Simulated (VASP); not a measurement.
# NaScTe2 (P4/mmm) in VASP: notebook

The runs below take NaScTe2 through single point, with PBE.

Program: VASP 6.6.1. These are calculated values, not measurements. Logs are shortened: lines on timing, memory, paths and dates and some standing lists are left out, and cuts for length are marked.

## Step 1: The cell of the first run

It takes space group P4/mmm (No. 123, tetragonal). Conventional cell: a = 4.276 Å, b = 4.276 Å, c = 5.867 Å, α = 90.00°, β = 90.00°, γ = 90.00°. Na (site symmetry 4/mmm) has 6 Te at 2.93 to 3.02 Å within 3.9 Å. Te (site symmetry 4/mmm) has 2 Na at 2.93 Å and 4 Sc at 3.02 Å within 3.9 Å. Within 3.9 Å of Te (site symmetry 4/mmm) lie 2 Sc at 2.93 Å and 4 Na at 3.02 Å. Within 3.9 Å of Sc (site symmetry 4/mmm) lie 6 Te at 2.93 to 3.02 Å.

## Step 2: Single point, PBE (volume changed by -3%)

INCAR

```
SYSTEM = NaScTe2
PREC     = Accurate       ! precision mode
ENCUT    = 520            ! plane-wave cutoff, eV
EDIFF    = 1E-6           ! SCF threshold, eV
ISMEAR   = -1             ! smearing method
SIGMA    = 0.02           ! smearing width, eV
LREAL    = .False.        ! projectors in reciprocal space
LASPH    = .True.         ! aspherical terms in the spheres
NELM     = 100            ! most SCF steps
ALGO     = Normal         ! electronic algorithm
ISIF     = 2              ! what is computed and relaxed
LWAVE    = .False.        ! write WAVECAR
LCHARG   = .False.        ! write CHGCAR
GGA      = PE             ! functional
NBANDS   = 23             ! bands
```

KPOINTS

```
regular mesh
0
Gamma
  6 6 4
  0 0 0
```

POSCAR

```
NaScTe2
1.0
    4.2759253804      0.0000000000      0.0000000000
    0.0000000000      4.2759253804      0.0000000000
    0.0000000000      0.0000000000      5.8674335323
Na Te Sc
1 2 1
Direct
    0.0000000000      0.0000000000      0.0000000000
    0.0000000000      0.0000000000      0.5000000000
    0.5000000000      0.5000000000      0.0000000000
    0.5000000000      0.5000000000      0.5000000000
```

Potentials or basis: VASP PAW PBE potentials, release 64 (Na_pv, Te, Sc_sv).

Run with:

```bash
$ cat potpaw_PBE.64/Na_pv/POTCAR potpaw_PBE.64/Te/POTCAR potpaw_PBE.64/Sc_sv/POTCAR > POTCAR
$ mpirun -np 1 vasp_std > vasp.out
```

OUTCAR:

```text
SYSTEM = NaScTe2
   PREC = Accurate
   ENCUT = 520
   EDIFF = 1E-6
   ISMEAR = -1
   LREAL = .False.
   LASPH = .True.
   NELM = 100
   ISIF = 2
   GGA = PE

 ion  position               nearest neighbor table
   1  0.000  0.000  0.000-   2 2.93   2 2.93   3 3.02   3 3.02   3 3.02   3 3.02
   2  0.000  0.000  0.500-   1 2.93   1 2.93   4 3.02   4 3.02   4 3.02   4 3.02
   3  0.500  0.500  0.000-   4 2.93   4 2.93   1 3.02   1 3.02   1 3.02   1 3.02
   4  0.500  0.500  0.500-   3 2.93   3 2.93   2 3.02   2 3.02   2 3.02   2 3.02

  LATTYP: Found a simple tetragonal cell.
 ALAT       =     4.2759253804
 C/A-ratio  =     1.3722020406

  Lattice vectors:

 A1 = (   4.2759253804,   0.0000000000,   0.0000000000)
 A2 = (   0.0000000000,   4.2759253804,   0.0000000000)
 A3 = (   0.0000000000,   0.0000000000,   5.8674335323)

Analysis of symmetry for initial positions (statically):
=====================================================================
 Subroutine PRICEL returns:
 Original cell was already a primitive cell.

 Routine SETGRP: Setting up the symmetry group for a
 simple tetragonal supercell.

 Subroutine GETGRP returns: Found 16 space group operations
 (whereof 16 operations were pure point group operations)
 out of a pool of 16 trial point group operations.

The static configuration has the point symmetry D_4h.

Analysis of symmetry for dynamics (positions and initial velocities):
=====================================================================
 Subroutine PRICEL returns:
 Original cell was already a primitive cell.

 Routine SETGRP: Setting up the symmetry group for a
 simple tetragonal supercell.

 Subroutine GETGRP returns: Found 16 space group operations
 (whereof 16 operations were pure point group operations)
 out of a pool of 16 trial point group operations.

The dynamic configuration has the point symmetry D_4h.

 Subroutine INISYM returns: Found 16 space group operations
 (whereof 16 operations are pure point group operations),
 and found     1 'primitive' translations

----------------------------------------------------------------------------------------

                                     Primitive cell

  volume of cell :     107.2774

  direct lattice vectors                    reciprocal lattice vectors
     4.275925380  0.000000000  0.000000000     0.233867505  0.000000000  0.000000000
     0.000000000  4.275925380  0.000000000     0.000000000  0.233867505  0.000000000
     0.000000000  0.000000000  5.867433532     0.000000000  0.000000000  0.170432267

  length of vectors
     4.275925380  4.275925380  5.867433532     0.233867505  0.233867505  0.170432267

  position of ions in fractional coordinates (direct lattice)
     0.000000000  0.000000000  0.000000000
     0.000000000  0.000000000  0.500000000
     0.500000000  0.500000000  0.000000000
     0.500000000  0.500000000  0.500000000

  ion indices of the primitive-cell ions
   primitive index   ion index
                 1           1
                 2           2
                 3           3
                 4           4

----------------------------------------------------------------------------------------

 KPOINTS: regular mesh

Automatic generation of k-mesh.
 Grid dimensions read from file:
 generate k-points for:    6    6    4

 Generating k-lattice:

  Cartesian coordinates                     Fractional coordinates (reciprocal lattice)
     0.038977917  0.000000000  0.000000000     0.166666667  0.000000000  0.000000000
     0.000000000  0.038977917  0.000000000     0.000000000  0.166666667  0.000000000
     0.000000000  0.000000000  0.042608067     0.000000000  0.000000000  0.250000000

  Length of vectors
     0.038977917  0.038977917  0.042608067

  Shift w.r.t. Gamma in fractional coordinates (k-lattice)
     0.000000000  0.000000000  0.000000000

 Subroutine IBZKPT returns following result:
 ===========================================

 Found     30 irreducible k-points:

 Following reciprocal coordinates:
            Coordinates               Weight
  0.000000  0.000000  0.000000      1.000000
  0.166667  0.000000  0.000000      4.000000
  0.333333  0.000000  0.000000      4.000000
  0.500000  0.000000  0.000000      2.000000
  0.166667  0.166667  0.000000      4.000000
  0.333333  0.166667  0.000000      8.000000
[... 16 lines left out ...]
  0.333333  0.000000  0.500000      4.000000
  0.500000  0.000000  0.500000      2.000000
 [... further k-points ...]
   k-points           NKPTS =     30   k-points in BZ     NKDIM =     30   number of bands    NBANDS=     23
   number of dos      NEDOS =    301   number of ions     NIONS =      4
   total plane-waves  NPLWV =  49152
   dimension x,y,z NGX =    32 NGY =   32 NGZ =   48
   dimension x,y,z NGXF=    64 NGYF=   64 NGZF=   96
   ions per type =               1   2   1
   NGX,Y,Z   is equivalent  to a cutoff of  12.44, 12.44, 13.60 a.u.
   NGXF,Y,Z  is equivalent  to a cutoff of  24.88, 24.88, 27.20 a.u.
 SYSTEM =  NaScTe2
   PREC   = accura    normal or accurate (medium, high low for compatibility)
   ISTART =      0    job   : 0-new  1-cont  2-samecut
   ICHARG =      2    charge: 1-file 2-atom 10-const
   ISPIN  =      1    spin polarized calculation?
   LNONCOLLINEAR =      F non collinear calculations
   LSORBIT =      F    spin-orbit coupling
   LASPH  =      T    aspherical Exc in radial PAW
   ENCUT  =  520.0 eV  38.22 Ry    6.18 a.u.   7.95  7.95 10.91*2*pi/ulx,y,z
   NELM   =    100;   NELMIN=  2; NELMDL= -5     # of ELM steps
   EDIFF  = 0.1E-05   stopping-criterion for ELM
   LREAL  =      F    real-space projection
[... 7 lines left out ...]
   TEBEG  =    0.0;   TEEND  =   0.0 temperature during run
   PSTRESS=    0.0 pullay stress
   NELECT =      30.0000    total number of electrons
   NUPDOWN=      -1.0000    fix difference up-down
   EMIN   =  10.00;   EMAX   =-10.00  energy-range for DOS
   EFERMI =   0.00;   METHOD = LEGACY
   ISMEAR =    -1;   SIGMA  =   0.02  broadening in eV -4-tet -1-fermi 0-gaus
   EFERMI_NEDOS =   21; number of points for ismear=-14 and -15
   IALGO  =     38    algorithm
   IMIX   =      4    mixing-type and parameters
     AMIX     =   0.40;   BMIX     =  1.00
     AMIX_MAG =   1.60;   BMIX_MAG =  1.00
  volume/ion in A,a.u.               =      26.82       180.99
  Fermi-wavevector in a.u.,A,eV,Ry     =   1.070564  2.023072 15.593723  1.146106
  Thomas-Fermi vector in A             =   2.206277
   LORBIT       =      0    0 simple, 1 ext, 2 COOP (PROOUT), +10 PAW based schemes
   GGA     = PE    functional components
   LHFCALC =     F    Hartree Fock is set to
   AEXX    =    0.0000 exact exchange contribution
   IVDW    =     0    specifies the selected vdW correction
   LEPSILON=     F    determine dielectric tensor
   LRPA    =     F    only Hartree local field effects (RPA)
 non-spin polarized calculation
  energy-cutoff  :      520.00
  volume of cell :      107.28
 maximum number of plane-waves:      2928
 NGX is ok and might be reduce to    32
   NGX = 15   NGY = 15   NGZ = 21

 number of electron      29.9999994 magnetization

 Free energy of the ion-electron system (eV)
  ---------------------------------------------------
  ext. energy  EPLUGINS =         0.00000000
  ---------------------------------------------------
  free energy    TOTEN  =       -17.81685797 eV

  energy without entropy =      -17.81609640  energy(sigma->0) =      -17.81647719

 E-fermi :   4.5865     XC(G=0):  -9.2667

 val. band max:        4.5608716972   @ k =   0.1667   0.0000   0.0000
 cond. band min:       4.6942649935   @ k =   0.0000   0.0000   0.0000
 fundamental gap:      0.1333932963
 Fermi energy:         4.5865242786

 k-point     1 :       0.0000    0.0000    0.0000
  band No.  band energies     occupation
      1     -45.8919      2.00000
      2     -24.5190      2.00000
      3     -24.5190      2.00000
      4     -24.4164      2.00000
      5     -18.4494      2.00000
      6     -18.4156      2.00000
[... 15 lines left out ...]
     22       8.7852      0.00000
     23       9.7281      0.00000

 k-point     2 :       0.1667    0.0000    0.0000
  band No.  band energies     occupation
      1     -45.8917      2.00000
      2     -24.5224      2.00000
      3     -24.5182      2.00000
      4     -24.4161      2.00000
      5     -18.4493      2.00000
      6     -18.4176      2.00000
[... 15 lines left out ...]
     22       9.4356      0.00000
     23      10.4264      0.00000

 k-point     3 :       0.3333    0.0000    0.0000
  band No.  band energies     occupation
      1     -45.8915      2.00000
      2     -24.5292      2.00000
      3     -24.5167      2.00000
      4     -24.4156      2.00000
      5     -18.4490      2.00000
      6     -18.4215      2.00000
[... 15 lines left out ...]
     22      10.2427      0.00000
     23      11.0696      0.00000

 k-point     4 :       0.5000    0.0000    0.0000
  band No.  band energies     occupation
      1     -45.8914      2.00000
      2     -24.5325      2.00000
      3     -24.5160      2.00000
      4     -24.4153      2.00000
      5     -18.4488      2.00000
      6     -18.4234      2.00000
[... 15 lines left out ...]
     22      10.2723      0.00000
     23      11.0274      0.00000

 k-point     5 :       0.1667    0.1667    0.0000
  band No.  band energies     occupation
      1     -45.8916      2.00000
      2     -24.5217      2.00000
      3     -24.5216      2.00000
      4     -24.4159      2.00000
      5     -18.4491      2.00000
      6     -18.4172      2.00000
[... 15 lines left out ...]
     22      10.2690      0.00000
     23      10.7553      0.00000

 k-point     6 :       0.3333    0.1667    0.0000
  band No.  band energies     occupation
      1     -45.8914      2.00000
      2     -24.5285      2.00000
      3     -24.5202      2.00000
      4     -24.4154      2.00000
      5     -18.4489      2.00000
      6     -18.4210      2.00000
[... 15 lines left out ...]
     22      10.2654      0.00000
     23      10.8385      0.00000

 k-point     7 :       0.5000    0.1667    0.0000
  band No.  band energies     occupation
      1     -45.8912      2.00000
      2     -24.5319      2.00000
      3     -24.5195      2.00000
      4     -24.4151      2.00000
      5     -18.4487      2.00000
      6     -18.4229      2.00000
[... 353 lines left out ...]
     22       9.3095      0.00000
     23      10.6197      0.00000

 k-point    21 :       0.0000    0.0000    0.5000
  band No.  band energies     occupation
      1     -45.8919      2.00000
      2     -24.5189      2.00000
      3     -24.5189      2.00000
      4     -24.4161      2.00000
      5     -18.4501      2.00000
      6     -18.4155      2.00000
[... 15 lines left out ...]
     22      10.0483      0.00000
     23      10.3142      0.00000

 k-point    22 :       0.1667    0.0000    0.5000
  band No.  band energies     occupation
      1     -45.8918      2.00000
      2     -24.5223      2.00000
      3     -24.5181      2.00000
      4     -24.4158      2.00000
      5     -18.4500      2.00000
      6     -18.4175      2.00000
[... 15 lines left out ...]
     22      10.3599      0.00000
     23      10.7397      0.00000

 k-point    23 :       0.3333    0.0000    0.5000
  band No.  band energies     occupation
      1     -45.8916      2.00000
      2     -24.5291      2.00000
      3     -24.5167      2.00000
      4     -24.4154      2.00000
      5     -18.4496      2.00000
      6     -18.4214      2.00000
[... 15 lines left out ...]
     22       9.3038      0.00000
     23      10.8246      0.00000

 k-point    24 :       0.5000    0.0000    0.5000
  band No.  band energies     occupation
      1     -45.8914      2.00000
      2     -24.5325      2.00000
      3     -24.5159      2.00000
      4     -24.4151      2.00000
      5     -18.4494      2.00000
      6     -18.4233      2.00000
[... 15 lines left out ...]
     22       8.9163      0.00000
     23      10.1133      0.00000

 [... further k-points ...]

------------------------ aborting loop because EDIFF is reached ----------------------------------------

  FORCE on cell =-STRESS in cart. coord.  units (eV):
  Direction    XX          YY          ZZ          XY          YZ          ZX
  --------------------------------------------------------------------------------------
  -------------------------------------------------------------------------------------
  Total        0.8983322      0.8983322      1.2084222      0.0000000      0.0000000      0.0000000
  in kB       13.4164964     13.4164964     18.0476590      0.0000000      0.0000000      0.0000000
  external PRESSURE =      14.9602173 kB  Pullay stress =       0.0000000 kB

 VOLUME and BASIS-vectors are now :
 -----------------------------------------------------------------------------
  energy-cutoff  :      520.00
  volume of cell :      107.28
      direct lattice vectors                 reciprocal lattice vectors
     4.275925380  0.000000000  0.000000000     0.233867505  0.000000000  0.000000000
     0.000000000  4.275925380  0.000000000     0.000000000  0.233867505  0.000000000
     0.000000000  0.000000000  5.867433532     0.000000000  0.000000000  0.170432267

 POSITION                                       TOTAL-FORCE (eV/Angst)
 -----------------------------------------------------------------------------------
      0.00000      0.00000      0.00000         0.000000      0.000000      0.000000
      0.00000      0.00000      2.93372         0.000000      0.000000      0.000000
      2.13796      2.13796      0.00000         0.000000      0.000000      0.000000
      2.13796      2.13796      2.93372         0.000000      0.000000      0.000000
 -----------------------------------------------------------------------------------
    total drift:                                0.000000      0.000000     -0.000000

  FREE ENERGIE OF THE ION-ELECTRON SYSTEM (eV)
  ---------------------------------------------------
  free  energy   TOTEN  =       -17.8168579712 eV

  energy  without entropy=      -17.8160964020  energy(sigma->0) =      -17.81647719
```

Run time: 59 s. Hardware: 1 thread of Intel Xeon Platinum 8488C (Sapphire Rapids), shared host; peak memory 0.25 GiB.

What came out:

| Quantity | Value |
| --- | --- |
| Free energy | -17.8169 eV |
| Pressure | 1.5 GPa |
| Band gap on the k mesh | zero (band 15 reaches 4.86 eV, above the bottom of band 16 at 4.51 eV) |

Stress tensor (GPa, compression positive):
```
1.34 0.00 0.00
0.00 1.34 0.00
0.00 0.00 1.80
```

Caveat: the cell differs from its parent crystal (volume changed by -3%); spin-orbit coupling is left out, which moves the levels of the heavy elements.

## Step 3: Single point, PBE

This run uses another cell than the first one, of 27.40 Å³/atom, 1.021 times its volume.

Edit INCAR of step 2 so:

```diff
@@ -8,3 +8,3 @@
 LASPH    = .True.         ! aspherical terms in the spheres
-NELM     = 100            ! most SCF steps
+NELM     = 60             ! most SCF steps
 ALGO     = Normal         ! electronic algorithm
```

KPOINTS

```
Automatic mesh
0
Gamma
  6 6 4
  0 0 0
```

POSCAR

```
NaScTe2
1.0
    4.3099310224      0.0000000000      0.0000000000
    0.0000000000      4.3099310224      0.0000000000
    0.0000000000      0.0000000000      5.8991668735
Na Te Sc
1 2 1
Direct
    0.0000000000      0.0000000000      0.0000000000
    0.0000000000      0.0000000000      0.5000000000
    0.5000000000      0.5000000000      0.0000000000
    0.5000000000      0.5000000000      0.5000000000
```

Potentials or basis: VASP PAW PBE potentials, release 64 (Na_pv, Te, Sc_sv).

Run with:

```bash
$ cat potpaw_PBE.64/Na_pv/POTCAR potpaw_PBE.64/Te/POTCAR potpaw_PBE.64/Sc_sv/POTCAR > POTCAR
$ mpirun -np 1 vasp_std > vasp.out
```

Wall time 57 s (1 thread of Intel Xeon Platinum 8488C (Sapphire Rapids), shared host); peak memory 0.25 GiB.

It converged, with:

```
Free energy            : -17.8308 eV
Pressure               : 0.5 GPa
Band gap on the k mesh : zero (band 15 reaches 4.65 eV, above the bottom of band 16 at 4.35 eV)
```

Stress tensor (GPa, compression positive):
```
0.36 0.00 0.00
0.00 0.36 0.00
0.00 0.00 0.76
```

Levels at points of the mesh, in eV from the Fermi level:
```
           k point  band 11  band 12  band 13  band 14  band 15  band 16  band 17  band 18  band 19  band 20
(0.00, 0.00, 0.00)    -1.66    -1.66    -0.07     0.08     0.25     0.25     0.86     1.12     1.12     1.51
(0.50, 0.00, 0.00)    -2.34    -2.28    -2.24    -1.90    -0.12     1.23     1.46     1.80     1.85     3.58
(0.50, 0.50, 0.00)    -3.62    -1.41    -1.38    -1.12    -1.12     0.43     0.43     1.37     1.71     1.80
(0.00, 0.00, 0.50)    -2.07    -1.36    -1.36    -0.73    -0.73    -0.03     0.86     1.88     2.04     2.04
(0.50, 0.00, 0.50)    -3.70    -2.28    -2.10    -0.50    -0.23     1.48     1.86     2.09     3.46     3.60
(0.50, 0.50, 0.50)    -3.20    -2.68    -2.35    -2.35    -1.80     1.44     1.60     1.60     1.71     1.82
```

Caveat: spin-orbit coupling is left out, which moves the levels of the heavy elements.
